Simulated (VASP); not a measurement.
Wanted: the native input for a VASP 6.6.1 run.

- Task: relaxation of cell and atoms
- Functional: BLYP
- Dispersion: D4
- Potentials or basis: VASP PAW PBE potentials, release 64 (Pd)
- Cutoff: 600 eV
- k mesh: 11 × 11 × 6
- Occupations: fermi-dirac, width 0.05 eV
- Spin: no spin polarisation
- Dipole correction: no
- Further INCAR settings: ALGO = Normal; EDIFF = 1e-07; IBRION = 2; EDIFFG = -0.01; NSW = 60; ISIF = 3

The structure of Pd lies in POSCAR:

```
Pd
1.0
    2.7836650458      0.0000000000      0.0000000000
   -1.3918325229      2.4107246453      0.0000000000
    0.0000000000      0.0000000000      4.6288930000
Pd
2
Direct
    0.3333333333      0.6666666667      0.2500000000
    0.6666666667      0.3333333333      0.7500000000
```

The input as run:

INCAR

```
SYSTEM = Pd
PREC = Accurate
ENCUT = 600
EDIFF = 1E-7
ISMEAR = -1
SIGMA = 0.05
LREAL = .FALSE.
LASPH = .TRUE.
NELM = 60
ALGO = Normal
ISIF = 3
LWAVE = .FALSE.
LCHARG = .FALSE.
GGA = B5
ALDAX = 1.0
AGGAX = 1.0
AGGAC = 1.0
ALDAC = 0.0
IVDW = 13
VDW_S6 = 1.0
VDW_S8 = 2.34076671
VDW_A1 = 0.44488865
VDW_A2 = 4.0933009
IBRION = 2
NSW = 60
EDIFFG = -0.01
```

KPOINTS

```
Automatic mesh
0
G
  11 11 6
  0 0 0
```

Potentials or basis: VASP PAW PBE potentials, release 64 (Pd).

Launch:

```console
$ cat potpaw_PBE.64/Pd/POTCAR > POTCAR
$ mpirun -np 1 vasp_std > vasp.out
```

It gave:

* Relaxed volume: 15.51 Å³/atom
* Relaxed cell: a = 2.779 Å, b = 2.779 Å, c = 4.640 Å, α = 90.00°, β = 90.00°, γ = 120.00°
* Space group after relaxing (to 0.05 Å): P6_3/mmc (No. 194)
* Energy gained by relaxing: 0.1 meV/atom
* Ionic steps: 4
* Pressure after relaxing: 0.0 GPa
* Band gap on the k mesh: zero (band 10 reaches 9.61 eV, above the bottom of band 11 at 8.81 eV)
* Dispersion energy per atom: -0.900 eV

Caveat: the PAW data sets were made with another functional, which shifts forces and pressure a little; pairwise dispersion overbinds metals, which lowers pressure and volume.

It took 41 s on 1 thread of Intel(R) Xeon(R) 6975P-C (Granite Rapids), with other jobs on the host, peak memory 0.18 GiB.
